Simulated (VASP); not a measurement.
Wanted: the native input for a VASP 6.6.1 run.

| Property | Result |
| --- | --- |
| Task | single point |
| Functional | PBE-based screened hybrid |
| Potentials or basis | VASP PAW PBE potentials, release 64 (N, C, H) |
| Cutoff | 520 eV |
| k mesh | 4 × 4 × 4 |
| Occupations | fermi-dirac, width 0.05 eV |
| Spin | no spin polarisation |
| Dipole correction | no |
| Grid for exact exchange (PRECFOCK) | Normal |
| Share of exact exchange | 0.1 |
| Further INCAR settings | ALGO = Normal; EDIFF = 1e-07; NBANDS = 12 |
| Screening parameter | 0.2 1/Å |

Crystal: HCN.

```
N C H
1.0
    -2.31606    2.31606    2.15990
     2.31606   -2.31606    2.15990
     2.31606    2.31606   -2.15990
N C H
1 1 1
Direct
  0.27193 0.27193 0.00000
  0.00367 0.00367 0.00000
  0.75210 0.75210 0.00000
```

These files were run (other wordings do the same):

POSCAR

```
HCN
1.0
   -2.3160580000      2.3160580000      2.1599010000
    2.3160580000     -2.3160580000      2.1599010000
    2.3160580000      2.3160580000     -2.1599010000
N C H
1 1 1
Direct
    0.2719290000      0.2719290000      0.0000000000
    0.0036740000      0.0036740000      0.0000000000
    0.7520970000      0.7520970000      0.0000000000
```

INCAR.step1

```
SYSTEM = HCN
PREC     = Accurate       ! precision mode
ENCUT    = 520            ! plane-wave cutoff, eV
EDIFF    = 1E-5           ! SCF threshold, eV
ISMEAR   = -1             ! smearing method
SIGMA    = 0.05           ! smearing width, eV
LREAL    = .False.        ! projectors in reciprocal space
LASPH    = .True.         ! aspherical terms in the spheres
NELM     = 80             ! most SCF steps
ALGO     = Normal         ! electronic algorithm
ISIF     = 2              ! what is computed and relaxed
LWAVE    = .True.         ! write WAVECAR
LCHARG   = .False.        ! write CHGCAR
GGA      = PE             ! functional
NBANDS   = 12             ! bands
```

INCAR.step2

```
SYSTEM = HCN
PREC     = Accurate       ! precision mode
ENCUT    = 520            ! plane-wave cutoff, eV
EDIFF    = 1E-7           ! SCF threshold, eV
ISMEAR   = -1             ! smearing method
SIGMA    = 0.05           ! smearing width, eV
LREAL    = .False.        ! projectors in reciprocal space
LASPH    = .True.         ! aspherical terms in the spheres
NELM     = 80             ! most SCF steps
ALGO     = Normal         ! electronic algorithm
ISIF     = 2              ! what is computed and relaxed
LWAVE    = .False.        ! write WAVECAR
LCHARG   = .False.        ! write CHGCAR
GGA      = PE             ! functional
LHFCALC  = .True.         ! exact exchange
AEXX     = 0.1            ! exact-exchange fraction
HFSCREEN = 0.2            ! screening, 1/A
PRECFOCK = Normal       
ISTART   = 1            
NBANDS   = 12             ! bands
```

KPOINTS

```
regular mesh
0
Gamma
  4 4 4
  0 0 0
```

Potentials or basis: VASP PAW PBE potentials, release 64 (N, C, H).

Run with:

```bash
$ cat potpaw_PBE.64/N/POTCAR potpaw_PBE.64/C/POTCAR potpaw_PBE.64/H/POTCAR > POTCAR
$ cp INCAR.step1 INCAR
$ mpirun -np 1 vasp_std > vasp.out
$ cp INCAR.step2 INCAR
$ mpirun -np 1 vasp_std > vasp.out
```

It gave:

```json
{
 "Pressure": "-0.5 GPa",
 "Largest force": "0.414 eV/Å",
 "Band gap on the k mesh": "7.42 eV, indirect (least direct gap 7.76 eV)"
}
```

Caveat: the k points lie up to 0.50 Å⁻¹ apart; the PAW data sets were made with another functional, which shifts forces and pressure a little.

It took 3.8 min on 1 thread of Oxide Virtual Turin-like Processor, on a shared host, peak memory 0.24 GiB.
